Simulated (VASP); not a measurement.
# W (Im-3m) in VASP: a series of runs

W is run at these levels: PBEsol; tasks: single point, relaxation of volume and atoms at fixed shape.

Program: VASP 6.6.1. These are calculated values, not measurements. Logs are shortened: lines on timing, memory, paths and dates and some standing lists are left out, and cuts for length are marked.

### 1 The cell of the first run

The structure is cubic, space group Im-3m (No. 229). The conventional cell has a = 3.155 Å, b = 3.155 Å, c = 3.155 Å, α = 90.00°, β = 90.00°, γ = 90.00°. W (site symmetry m-3m) has 14 W at 2.73 to 3.16 Å within 3.6 Å.

### 2 Single point, PBEsol

Contents of INCAR:

```
ALGO = Normal
EDIFF = 1E-7
ENCUT = 520
GGA = PS
ISIF = 2
ISMEAR = 0
LASPH = True
LCHARG = False
LREAL = False
LWAVE = False
NBANDS = 13
NELM = 80
PREC = Accurate
SIGMA = 0.05
```

Contents of KPOINTS:

```
k-points
0
Gamma
  10 10 10
```

Contents of POSCAR:

```
W
1.0
   -1.5775395065      1.5775395065      1.5775395065
    1.5775395065     -1.5775395065      1.5775395065
    1.5775395065      1.5775395065     -1.5775395065
W
1
Direct
    0.0000000000      0.0000000000      0.0000000000
```

Potentials or basis: VASP PAW PBE potentials, release 64 (W_sv).

Started as:

```sh
$ cat potpaw_PBE.64/W_sv/POTCAR > POTCAR
$ mpirun -np 1 vasp_std > vasp.out
```

OUTCAR:

```text
EDIFF = 1E-7
   ENCUT = 520
   GGA = PS
   ISIF = 2
   ISMEAR = 0
   LASPH = True
   LREAL = False
   NELM = 80
   PREC = Accurate

 ion  position               nearest neighbor table
   1  0.000  0.000  0.000-

  LATTYP: Found a body centered cubic cell.
 ALAT       =     3.1550790130

  Lattice vectors:

 A1 = (  -1.5775395065,   1.5775395065,   1.5775395065)
 A2 = (   1.5775395065,  -1.5775395065,   1.5775395065)
 A3 = (   1.5775395065,   1.5775395065,  -1.5775395065)

Analysis of symmetry for initial positions (statically):
=====================================================================
 Subroutine PRICEL returns:
 Original cell was already a primitive cell.

 Routine SETGRP: Setting up the symmetry group for a
 body centered cubic supercell.

 Subroutine GETGRP returns: Found 48 space group operations
 (whereof 48 operations were pure point group operations)
 out of a pool of 48 trial point group operations.

The static configuration has the point symmetry O_h .

Analysis of symmetry for dynamics (positions and initial velocities):
=====================================================================
 Subroutine PRICEL returns:
 Original cell was already a primitive cell.

 Routine SETGRP: Setting up the symmetry group for a
 body centered cubic supercell.

 Subroutine GETGRP returns: Found 48 space group operations
 (whereof 48 operations were pure point group operations)
 out of a pool of 48 trial point group operations.

The dynamic configuration has the point symmetry O_h .

 Subroutine INISYM returns: Found 48 space group operations
 (whereof 48 operations are pure point group operations),
 and found     1 'primitive' translations

----------------------------------------------------------------------------------------

                                     Primitive cell

  volume of cell :      15.7037

  direct lattice vectors                    reciprocal lattice vectors
    -1.577539506  1.577539506  1.577539506     0.000000000  0.316949273  0.316949273
     1.577539506 -1.577539506  1.577539506     0.316949273  0.000000000  0.316949273
     1.577539506  1.577539506 -1.577539506     0.316949273  0.316949273  0.000000000

  length of vectors
     2.732378576  2.732378576  2.732378576     0.448233961  0.448233961  0.448233961

  position of ions in fractional coordinates (direct lattice)
     0.000000000  0.000000000  0.000000000

  ion indices of the primitive-cell ions
   primitive index   ion index
                 1           1

----------------------------------------------------------------------------------------

 KPOINTS: k-points

Automatic generation of k-mesh.
 Grid dimensions read from file:
 generate k-points for:   10   10   10

 Generating k-lattice:

  Cartesian coordinates                     Fractional coordinates (reciprocal lattice)
     0.000000000  0.031694927  0.031694927     0.100000000  0.000000000  0.000000000
     0.031694927  0.000000000  0.031694927     0.000000000  0.100000000  0.000000000
     0.031694927  0.031694927  0.000000000     0.000000000  0.000000000  0.100000000

  Length of vectors
     0.044823396  0.044823396  0.044823396

  Shift w.r.t. Gamma in fractional coordinates (k-lattice)
     0.000000000  0.000000000  0.000000000

 Subroutine IBZKPT returns following result:
 ===========================================

 Found     47 irreducible k-points:

 Following reciprocal coordinates:
            Coordinates               Weight
  0.000000  0.000000  0.000000      1.000000
  0.100000  0.000000  0.000000     12.000000
  0.200000  0.000000  0.000000     12.000000
  0.300000  0.000000  0.000000     12.000000
  0.400000  0.000000  0.000000     12.000000
  0.500000  0.000000  0.000000      6.000000
[... 16 lines left out ...]
  0.300000  0.300000  0.100000      8.000000
 -0.300000  0.300000  0.100000     24.000000
 [... further k-points ...]
   k-points           NKPTS =     47   k-points in BZ     NKDIM =     47   number of bands    NBANDS=     13
   number of dos      NEDOS =    301   number of ions     NIONS =      1
   total plane-waves  NPLWV =   8000
   dimension x,y,z NGX =    20 NGY =   20 NGZ =   20
   dimension x,y,z NGXF=    40 NGYF=   40 NGZF=   40
   ions per type =               1
   NGX,Y,Z   is equivalent  to a cutoff of  12.17, 12.17, 12.17 a.u.
   NGXF,Y,Z  is equivalent  to a cutoff of  24.34, 24.34, 24.34 a.u.
 SYSTEM =  unknown system
   PREC   = accura    normal or accurate (medium, high low for compatibility)
   ISTART =      0    job   : 0-new  1-cont  2-samecut
   ICHARG =      2    charge: 1-file 2-atom 10-const
   ISPIN  =      1    spin polarized calculation?
   LNONCOLLINEAR =      F non collinear calculations
   LSORBIT =      F    spin-orbit coupling
   LASPH  =      T    aspherical Exc in radial PAW
   ENCUT  =  520.0 eV  38.22 Ry    6.18 a.u.   5.08  5.08  5.08*2*pi/ulx,y,z
   NELM   =     80;   NELMIN=  2; NELMDL= -5     # of ELM steps
   EDIFF  = 0.1E-06   stopping-criterion for ELM
   LREAL  =      F    real-space projection
   EDIFFG = 0.1E-05   stopping-criterion for IOM
   NSW    =      0    number of steps for IOM
   IBRION =     -1    ionic relax: 0-MD 1-quasi-New 2-CG
   NFREE  =      0    steps in history (QN), initial steepest desc. (CG)
   ISIF   =      2    stress and relaxation
   ISYM   =      2    0-nonsym 1-usesym 2-fastsym
   POTIM  = 0.5000    time-step for ionic-motion
   TEBEG  =    0.0;   TEEND  =   0.0 temperature during run
   PSTRESS=    0.0 pullay stress
   NELECT =      14.0000    total number of electrons
   NUPDOWN=      -1.0000    fix difference up-down
   EMIN   =  10.00;   EMAX   =-10.00  energy-range for DOS
   EFERMI =   0.00;   METHOD = LEGACY
   ISMEAR =     0;   SIGMA  =   0.05  broadening in eV -4-tet -1-fermi 0-gaus
   EFERMI_NEDOS =   21; number of points for ismear=-14 and -15
   IALGO  =     38    algorithm
   IMIX   =      4    mixing-type and parameters
     AMIX     =   0.40;   BMIX     =  1.00
     AMIX_MAG =   1.60;   BMIX_MAG =  1.00
  volume/ion in A,a.u.               =      15.70       105.97
  Fermi-wavevector in a.u.,A,eV,Ry     =   1.575617  2.977484 33.777392  2.482568
  Thomas-Fermi vector in A             =   2.676574
   LORBIT       =      0    0 simple, 1 ext, 2 COOP (PROOUT), +10 PAW based schemes
   GGA     = PS    functional components
   LHFCALC =     F    Hartree Fock is set to
   AEXX    =    0.0000 exact exchange contribution
   IVDW    =     0    specifies the selected vdW correction
   LEPSILON=     F    determine dielectric tensor
   LRPA    =     F    only Hartree local field effects (RPA)
 non-spin polarized calculation
 Gauss-broadening in eV      SIGMA  =   0.05
  energy-cutoff  :      520.00
  volume of cell :       15.70
 maximum number of plane-waves:       435
   NGX = 11   NGY = 11   NGZ = 11

 number of electron      14.0000005 magnetization

 Free energy of the ion-electron system (eV)
  ---------------------------------------------------
  ext. energy  EPLUGINS =         0.00000000
  ---------------------------------------------------
  free energy    TOTEN  =       -13.79867633 eV

  energy without entropy =      -13.79794217  energy(sigma->0) =      -13.79830925

 E-fermi :  11.5897     XC(G=0): -13.8168

 val. band max:       11.4476310674   @ k =   0.5000   0.5000   0.2000
 cond. band min:      11.6263054408   @ k =   0.1000   0.1000   0.0000
 fundamental gap:      0.1786743733
 Fermi energy:        11.5897016104

 k-point     1 :       0.0000    0.0000    0.0000
  band No.  band energies     occupation
      1     -62.7414      2.00000
      2     -26.2835      2.00000
      3     -26.2835      2.00000
      4     -26.2835      2.00000
      5       1.7066      2.00000
      6      10.1489      2.00000
      7      10.1489      2.00000
      8      10.1489      2.00000
      9      13.6629      0.00000
     10      13.6629      0.00000
     11      25.9761      0.00000
     12      25.9761      0.00000
     13      25.9761      0.00000

 k-point     2 :       0.1000    0.0000    0.0000
  band No.  band energies     occupation
      1     -62.7280      2.00000
      2     -26.4210      2.00000
      3     -26.3264      2.00000
      4     -26.2843      2.00000
      5       2.1887      2.00000
      6       9.8613      2.00000
      7      10.0656      2.00000
      8      10.6208      2.00000
      9      13.2556      0.00000
     10      13.6698      0.00000
     11      26.3644      0.00000
     12      26.7970      0.00000
     13      27.1014      0.00000

 k-point     3 :       0.2000    0.0000    0.0000
  band No.  band energies     occupation
      1     -62.6931      2.00000
      2     -26.7697      2.00000
      3     -26.4370      2.00000
      4     -26.2862      2.00000
      5       3.4370      2.00000
      6       9.1883      2.00000
      7       9.6848      2.00000
      8      11.9847      0.00000
      9      12.9278      0.00000
     10      13.7535      0.00000
     11      26.7204      0.00000
     12      28.6464      0.00000
     13      29.0514      0.00000
[... 305 lines left out ...]
 k-point    23 :       0.3000    0.3000    0.1000
  band No.  band energies     occupation
      1     -62.5905      2.00000
      2     -27.1374      2.00000
      3     -27.1374      2.00000
      4     -26.5737      2.00000
      5       7.1995      2.00000
      6       8.8225      2.00000
      7       8.8225      2.00000
      8      14.5060      0.00000
      9      14.5060      0.00000
     10      18.8960      0.00000
     11      22.8973      0.00000
     12      22.8973      0.00000
     13      26.5000      0.00000

 k-point    24 :      -0.3000    0.3000    0.1000
  band No.  band energies     occupation
      1     -62.6386      2.00000
      2     -27.1618      2.00000
      3     -26.6182      2.00000
      4     -26.3900      2.00000
      5       5.1432      2.00000
      6       8.9303      2.00000
      7       9.2994      2.00000
      8      12.2140      0.00000
      9      13.9021      0.00000
     10      14.6856      0.00000
     11      25.2347      0.00000
     12      27.9364      0.00000
     13      32.0778      0.00000

 [... further k-points ...]
[... 5 lines left out ...]
  --------------------------------------------------------------------------------------
  -------------------------------------------------------------------------------------
  Total        0.0626393      0.0626393      0.0626393      0.0000000     -0.0000000      0.0000000
  in kB        6.3908270      6.3908270      6.3908270      0.0000000     -0.0000000      0.0000000
  external PRESSURE =       6.3908270 kB  Pullay stress =       0.0000000 kB

 VOLUME and BASIS-vectors are now :
 -----------------------------------------------------------------------------
  energy-cutoff  :      520.00
  volume of cell :       15.70
      direct lattice vectors                 reciprocal lattice vectors
    -1.577539506  1.577539506  1.577539506     0.000000000  0.316949273  0.316949273
     1.577539506 -1.577539506  1.577539506     0.316949273  0.000000000  0.316949273
     1.577539506  1.577539506 -1.577539506     0.316949273  0.316949273  0.000000000

 POSITION                                       TOTAL-FORCE (eV/Angst)
 -----------------------------------------------------------------------------------
      0.00000      0.00000      0.00000        -0.000000     -0.000000      0.000000
 -----------------------------------------------------------------------------------
    total drift:                                0.000000      0.000000      0.000000

  FREE ENERGIE OF THE ION-ELECTRON SYSTEM (eV)
  ---------------------------------------------------
  free  energy   TOTEN  =       -13.7986763306 eV

  energy  without entropy=      -13.7979421661  energy(sigma->0) =      -13.79830925
```

It took 4.3 s on 1 thread of Intel Xeon 6975P-C (Granite Rapids), shared host; peak memory 0.13 GiB.

Results:

```
Free energy            : -13.7987 eV
Pressure               : 0.6 GPa
Band gap on the k mesh : zero (band 7 reaches 16.64 eV, above the bottom of band 8 at 10.15 eV)
```

Levels at points of the mesh, in eV from the Fermi level:
```csv
k point,band 5,band 6,band 7,band 8,band 9,band 10
"(0.00, 0.00, 0.00)",-9.88,-1.44,-1.44,-1.44,2.07,2.07
"(0.50, 0.00, 0.00)",-6.53,-3.81,0.55,1.97,2.96,6.06
"(0.50, 0.50, 0.50)",-6.11,-6.11,5.05,5.05,5.05,8.15
```

Caveat: the PAW data sets were made with another functional, which shifts forces and pressure a little; spin-orbit coupling is left out, which moves the levels of the heavy elements.

### 3 Relaxation of volume and atoms at fixed shape, PBEsol

This run uses another cell than the first one, of 15.85 Å³/atom, 1.009 times its volume.

Contents of INCAR:

```
PREC = Accurate
ENCUT = 600
EDIFF = 1E-6
ISMEAR = 0
SIGMA = 0.05
LREAL = False
LASPH = True
NELM = 80
ALGO = Normal
ISIF = 8
LWAVE = False
LCHARG = False
GGA = PS
IBRION = 2
NSW = 80
EDIFFG = -0.03
```

Contents of KPOINTS:

```
regular mesh
0
Gamma
  10 10 10
```

Contents of POSCAR:

```
W
1.0
   -1.5823450000      1.5823450000      1.5823450000
    1.5823450000     -1.5823450000      1.5823450000
    1.5823450000      1.5823450000     -1.5823450000
W
1
Direct
    0.0000000000      0.0000000000      0.0000000000
```

Potentials or basis: VASP PAW PBE potentials, release 64 (W_sv).

Started as:

```sh
$ cat potpaw_PBE.64/W_sv/POTCAR > POTCAR
$ mpirun -np 1 vasp_std > vasp.out
```

OUTCAR:

```text
PREC = Accurate
   ENCUT = 600
   EDIFF = 1E-6
   ISMEAR = 0
   LREAL = False
   LASPH = True
   NELM = 80
   ISIF = 8
   GGA = PS
   IBRION = 2
   NSW = 80
   EDIFFG = -0.03

 ion  position               nearest neighbor table
   1  0.000  0.000  0.000-

  LATTYP: Found a body centered cubic cell.
 ALAT       =     3.1646900000

  Lattice vectors:

 A1 = (  -1.5823450000,   1.5823450000,   1.5823450000)
 A2 = (   1.5823450000,  -1.5823450000,   1.5823450000)
 A3 = (   1.5823450000,   1.5823450000,  -1.5823450000)

Analysis of symmetry for initial positions (statically):
=====================================================================
 Subroutine PRICEL returns:
 Original cell was already a primitive cell.

 Routine SETGRP: Setting up the symmetry group for a
[... 258 lines left out ...]
      2     -26.3216      2.00000
      3     -26.3216      2.00000
      4     -26.3216      2.00000
      5       1.6870      2.00000
      6      10.1207      2.00000
      7      10.1207      2.00000
      8      10.1207      2.00000
      9      13.6257      0.00000
     10      13.6257      0.00000
     11      25.9394      0.00000
[... 309 lines left out ...]
 k-point    24 :      -0.3000    0.3000    0.1000
  band No.  band energies     occupation
      1     -62.6744      2.00000
      2     -27.1934      2.00000
      3     -26.6540      2.00000
      4     -26.4273      2.00000
      5       5.1190      2.00000
      6       8.9059      2.00000
      7       9.2724      2.00000
      8      12.1805      0.00000
      9      13.8630      0.00000
     10      14.6436      0.00000
     11      25.1859      0.00000

 [... further k-points ...]

------------------------ aborting loop because EDIFF is reached ----------------------------------------

  FORCE on cell =-STRESS in cart. coord.  units (eV):
  Direction    XX          YY          ZZ          XY          YZ          ZX
  --------------------------------------------------------------------------------------
  -------------------------------------------------------------------------------------
  Total        0.0005520      0.0005520      0.0005520      0.0000000     -0.0000000      0.0000000
  in kB        0.0561937      0.0561937      0.0561937      0.0000000     -0.0000000      0.0000000
  external PRESSURE =       0.0561937 kB  Pullay stress =       0.0000000 kB
[... 16 lines left out ...]
  FREE ENERGIE OF THE ION-ELECTRON SYSTEM (eV)
  ---------------------------------------------------
  free  energy   TOTEN  =       -13.7989214594 eV

  energy  without entropy=      -13.7981910973  energy(sigma->0) =      -13.79855628

 reached required accuracy - stopping structural energy minimisation
```

CONTCAR:

```text
W
   1.00000000000000
    -1.5786903293424783    1.5786903293424783    1.5786903293424783
     1.5786903293424783   -1.5786903293424783    1.5786903293424783
     1.5786903293424783    1.5786903293424783   -1.5786903293424783
  W
     1
Direct
     0.0000000000000000    0.0000000000000000    0.0000000000000000

  0.00000000E+00  0.00000000E+00  0.00000000E+00
```

Run time: 9.5 s. Hardware: 1 thread of Intel Xeon 6975P-C (Granite Rapids), shared host; peak memory 0.15 GiB.

Results:

| Quantity | Value |
| --- | --- |
| Free energy | -13.7989 eV |
| Relaxed volume | 15.74 Å³/atom |
| Relaxed cell | a = 2.734 Å, b = 2.734 Å, c = 2.734 Å, α = 109.47°, β = 109.47°, γ = 109.47° |
| Space group after relaxing (to 0.05 Å) | Im-3m (No. 229) |
| Energy gained by relaxing | 0.8 meV/atom |
| Ionic steps | 3 |
| Pressure after relaxing | 0.0 GPa |
| Band gap on the k mesh | zero (band 7 reaches 16.60 eV, above the bottom of band 8 at 10.12 eV) |

The path:
```csv
step,energy change (eV),largest force (eV/Å),pressure (GPa),volume (Å³)
1,0.0000,0.0000,-2.27,15.85
2,0.0101,0.0000,8.94,15.34
3,-0.0008,0.0000,0.01,15.74
```

Final structure:
```xyz
1
Lattice="-1.5787 1.5787 1.5787 1.5787 -1.5787 1.5787 1.5787 1.5787 -1.5787" Properties=species:S:1:pos:R:3 pbc="T T T"
W     0.0000    0.0000    0.0000
```

Levels at points of the mesh, in eV from the Fermi level:
| k point | band 5 | band 6 | band 7 | band 8 | band 9 | band 10 |
| --- | --- | --- | --- | --- | --- | --- |
| (0.00, 0.00, 0.00) | -9.87 | -1.44 | -1.44 | -1.44 | 2.07 | 2.07 |
| (0.50, 0.00, 0.00) | -6.52 | -3.80 | 0.54 | 1.97 | 2.95 | 6.04 |
| (0.50, 0.50, 0.50) | -6.09 | -6.09 | 5.04 | 5.04 | 5.04 | 8.13 |

Caveat: the PAW data sets were made with another functional, which shifts forces and pressure a little; spin-orbit coupling is left out, which moves the levels of the heavy elements.
